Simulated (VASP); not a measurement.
# GaN (P3m1) in VASP: single point with PBEsol

Aim: the single point of GaN with PBEsol.

Program: VASP 6.6.1. These are calculated values, not measurements. Logs are shortened: lines on timing, memory, paths and dates and some standing lists are left out, and cuts for length are marked.

### 1 The cell of the first run

Symmetry: P3m1, No. 156, trigonal system. The conventional cell has a = 3.180 Å, b = 3.180 Å, c = 5.166 Å, α = 90.00°, β = 90.00°, γ = 120.00°. Within 2.6 Å of Ga (site symmetry 3m) lie 4 N at 1.93 to 1.95 Å. Within 2.6 Å of Ga (site symmetry 3m) lie 4 N at 1.94 to 1.95 Å. N (site symmetry 3m) has 4 Ga at 1.93 to 1.95 Å within 2.6 Å. Within 2.6 Å of N (site symmetry 3m) lie 4 Ga at 1.94 to 1.95 Å.

### 2 Single point, PBEsol

INCAR reads:

```
SYSTEM = GaN
PREC     = Accurate       ! precision mode
ENCUT    = 600            ! plane-wave cutoff, eV
EDIFF    = 1E-6           ! SCF threshold, eV
ISMEAR   = 0              ! smearing method
SIGMA    = 0.01           ! smearing width, eV
LREAL    = .False.        ! projectors in reciprocal space
LASPH    = .True.         ! aspherical terms in the spheres
NELM     = 120            ! most SCF steps
ALGO     = Normal         ! electronic algorithm
ISIF     = 2              ! what is computed and relaxed
LWAVE    = .False.        ! write WAVECAR
LCHARG   = .False.        ! write CHGCAR
GGA      = PS             ! functional
NBANDS   = 26             ! bands
GGA_COMPAT= .False.
```

KPOINTS reads:

```
Automatic mesh
0
Gamma
  6 6 3
  0 0 0
```

POSCAR reads:

```
GaN
1.0
    3.1800000000      0.0000000000      0.0000000000
   -1.5900000000      2.7539607800      0.0000000000
    0.0000000000      0.0000000000      5.1660000000
Ga N
2 2
Direct
    0.3333333333      0.6666666667      0.0019357336
    0.6666666667      0.3333333333      0.5000000000
    0.3333333333      0.6666666667      0.3750000000
    0.6666666667      0.3333333333      0.8750000000
```

Potentials or basis: VASP PAW PBE potentials, release 64 (Ga_d, N).

Command:

```bash
$ cat potpaw_PBE.64/Ga_d/POTCAR potpaw_PBE.64/N/POTCAR > POTCAR
$ mpirun -np 1 vasp_std > vasp.out
```

OUTCAR:

```text
SYSTEM = GaN
   PREC = Accurate
   ENCUT = 600
   EDIFF = 1E-6
   ISMEAR = 0
   LREAL = .False.
   LASPH = .True.
   NELM = 120
   ISIF = 2
   GGA = PS

 ion  position               nearest neighbor table
   1  0.333  0.667  0.002-   3 1.93   4 1.95   4 1.95   4 1.95
   2  0.667  0.333  0.500-   4 1.94   3 1.95   3 1.95   3 1.95
   3  0.333  0.667  0.375-   1 1.93   2 1.95   2 1.95   2 1.95
   4  0.667  0.333  0.875-   2 1.94   1 1.95   1 1.95   1 1.95

  LATTYP: Found a hexagonal cell.
 ALAT       =     3.1800000000
 C/A-ratio  =     1.6245283019

  Lattice vectors:

 A1 = (   3.1800000000,   0.0000000000,   0.0000000000)
 A2 = (  -1.5900000000,   2.7539607800,   0.0000000000)
 A3 = (   0.0000000000,   0.0000000000,   5.1660000000)

Analysis of symmetry for initial positions (statically):
=====================================================================
 Subroutine PRICEL returns:
 Original cell was already a primitive cell.

 Routine SETGRP: Setting up the symmetry group for a
 hexagonal supercell.

 Subroutine GETGRP returns: Found  6 space group operations
 (whereof  6 operations were pure point group operations)
 out of a pool of 24 trial point group operations.

The static configuration has the point symmetry C_3v.

Analysis of symmetry for dynamics (positions and initial velocities):
=====================================================================
 Subroutine PRICEL returns:
 Original cell was already a primitive cell.

 Routine SETGRP: Setting up the symmetry group for a
 hexagonal supercell.

 Subroutine GETGRP returns: Found  6 space group operations
 (whereof  6 operations were pure point group operations)
 out of a pool of 24 trial point group operations.

The dynamic configuration has the point symmetry C_3v.

 Subroutine INISYM returns: Found  6 space group operations
 (whereof  6 operations are pure point group operations),
 and found     1 'primitive' translations

----------------------------------------------------------------------------------------

                                     Primitive cell

  volume of cell :      45.2417

  direct lattice vectors                    reciprocal lattice vectors
     3.180000000  0.000000000  0.000000000     0.314465409  0.181556689  0.000000000
    -1.590000000  2.753960780  0.000000000     0.000000000  0.363113377  0.000000000
     0.000000000  0.000000000  5.166000000     0.000000000  0.000000000  0.193573364

  length of vectors
     3.180000000  3.179999997  5.166000000     0.363113377  0.363113377  0.193573364

[... 77 lines left out ...]
   LREAL  =      F    real-space projection
   EDIFFG = 0.1E-04   stopping-criterion for IOM
   NSW    =      0    number of steps for IOM
   IBRION =     -1    ionic relax: 0-MD 1-quasi-New 2-CG
   NFREE  =      0    steps in history (QN), initial steepest desc. (CG)
   ISIF   =      2    stress and relaxation
   ISYM   =      2    0-nonsym 1-usesym 2-fastsym
   POTIM  = 0.5000    time-step for ionic-motion
   TEBEG  =    0.0;   TEEND  =   0.0 temperature during run
   PSTRESS=    0.0 pullay stress
   NELECT =      36.0000    total number of electrons
   NUPDOWN=      -1.0000    fix difference up-down
   EMIN   =  10.00;   EMAX   =-10.00  energy-range for DOS
   EFERMI =   0.00;   METHOD = LEGACY
   ISMEAR =     0;   SIGMA  =   0.01  broadening in eV -4-tet -1-fermi 0-gaus
   EFERMI_NEDOS =   21; number of points for ismear=-14 and -15
   IALGO  =     38    algorithm
   IMIX   =      4    mixing-type and parameters
     AMIX     =   0.40;   BMIX     =  1.00
     AMIX_MAG =   1.60;   BMIX_MAG =  1.00
  volume/ion in A,a.u.               =      11.31        76.33
  Fermi-wavevector in a.u.,A,eV,Ry     =   1.517036  2.866782 31.312427  2.301398
  Thomas-Fermi vector in A             =   2.626345
   LORBIT       =      0    0 simple, 1 ext, 2 COOP (PROOUT), +10 PAW based schemes
   GGA     = PS    functional components
   LHFCALC =     F    Hartree Fock is set to
   AEXX    =    0.0000 exact exchange contribution
   IVDW    =     0    specifies the selected vdW correction
   LEPSILON=     F    determine dielectric tensor
   LRPA    =     F    only Hartree local field effects (RPA)
 non-spin polarized calculation
 Gauss-broadening in eV      SIGMA  =   0.01
  energy-cutoff  :      600.00
  volume of cell :       45.24
 maximum number of plane-waves:      1521
 NGX is ok and might be reduce to    28
   NGX = 13   NGY = 13   NGZ = 21

 number of electron      35.9999996 magnetization

 Free energy of the ion-electron system (eV)
  ---------------------------------------------------
  ext. energy  EPLUGINS =         0.00000000
  ---------------------------------------------------
  free energy    TOTEN  =       -26.25965918 eV

  energy without entropy =      -26.25965918  energy(sigma->0) =      -26.25965918

 E-fermi :   5.4430     XC(G=0): -11.9567

 val. band max:        5.3105199762   @ k =   0.0000   0.0000   0.0000
 cond. band min:       7.2280482037   @ k =   0.0000   0.0000   0.0000
 fundamental gap:      1.9175282276
 Fermi energy:         5.4429736541

 k-point     1 :       0.0000    0.0000    0.0000
  band No.  band energies     occupation
      1     -10.7688      2.00000
      2      -9.7696      2.00000
      3      -8.1214      2.00000
      4      -8.0997      2.00000
      5      -8.0997      2.00000
      6      -8.0267      2.00000
[... 482 lines left out ...]
     25      18.4927      0.00000
     26      19.2090      0.00000

------------------------ aborting loop because EDIFF is reached ----------------------------------------

  FORCE on cell =-STRESS in cart. coord.  units (eV):
  Direction    XX          YY          ZZ          XY          YZ          ZX
  --------------------------------------------------------------------------------------
  -------------------------------------------------------------------------------------
  Total       -0.0724573     -0.0724573      0.6796952      0.0000000      0.0000000      0.0000000
  in kB       -2.5659823     -2.5659823     24.0705213      0.0000000      0.0000000      0.0000000
  external PRESSURE =       6.3128522 kB  Pullay stress =       0.0000000 kB

 VOLUME and BASIS-vectors are now :
 -----------------------------------------------------------------------------
  energy-cutoff  :      600.00
  volume of cell :       45.24
      direct lattice vectors                 reciprocal lattice vectors
     3.180000000  0.000000000  0.000000000     0.314465409  0.181556689  0.000000000
    -1.590000000  2.753960780  0.000000000     0.000000000  0.363113377  0.000000000
     0.000000000  0.000000000  5.166000000     0.000000000  0.000000000  0.193573364

 POSITION                                       TOTAL-FORCE (eV/Angst)
 -----------------------------------------------------------------------------------
     -0.00000      1.83597      0.01000         0.000000      0.000000     -0.340488
      1.59000      0.91799      2.58300        -0.000000      0.000000     -0.047866
     -0.00000      1.83597      1.93725         0.000000      0.000000      0.209001
      1.59000      0.91799      4.52025         0.000000     -0.000000      0.179353
 -----------------------------------------------------------------------------------
    total drift:                               -0.000000     -0.000000      0.000257

  FREE ENERGIE OF THE ION-ELECTRON SYSTEM (eV)
  ---------------------------------------------------
  free  energy   TOTEN  =       -26.2596591837 eV

  energy  without entropy=      -26.2596591837  energy(sigma->0) =      -26.25965918
```

stdout:

```text
POSCAR found type information on POSCAR GaN
 POSCAR found :  2 types and       4 ions
 scaLAPACK will be used
 -----------------------------------------------------------------------------
|                                                                             |
|                                                                             |
|     You enforced a specific xc type in the INCAR file but a different       |
|     I HOPE YOU KNOW WHAT YOU ARE DOING!                                     |
|                                                                             |
 -----------------------------------------------------------------------------

 LDA part: xc-table for (Slater+PW92), standard interpolation
 POSCAR, INCAR and KPOINTS ok, starting setup
 FFT: planning ... GRIDC
 FFT: planning ... GRID_SOFT
 FFT: planning ... GRID
 WAVECAR not read
 entering main loop
```

It took 33 s on 1 thread of Intel Xeon 6975P-C, shared host; peak memory 0.18 GiB.

Results:

```
Free energy            : -26.2597 eV
Pressure               : 0.6 GPa
Largest force          : 0.340 eV/Å
Band gap on the k mesh : 1.92 eV, direct
```

Forces on the atoms (eV/Å):
```
Ga   0.000  0.000 -0.340
Ga   0.000  0.000 -0.048
N    0.000  0.000  0.209
N    0.000  0.000  0.179
```

Stress tensor (GPa, compression positive):
```
-0.26  0.00  0.00
 0.00 -0.26  0.00
 0.00  0.00  2.41
```

Levels at points of the mesh, in eV from the valence-band top:
| k point | band 16 | band 17 | band 18 | band 19 | band 20 | band 21 |
| --- | --- | --- | --- | --- | --- | --- |
| (0.00, 0.00, 0.00) | -0.08 | 0.00 | 0.00 | 1.92 | 4.23 | 9.15 |
| (0.50, 0.00, 0.00) | -2.82 | -2.33 | -0.99 | 4.94 | 5.53 | 5.95 |

Caveat: the PAW data sets were made with another functional, which shifts forces and pressure a little.
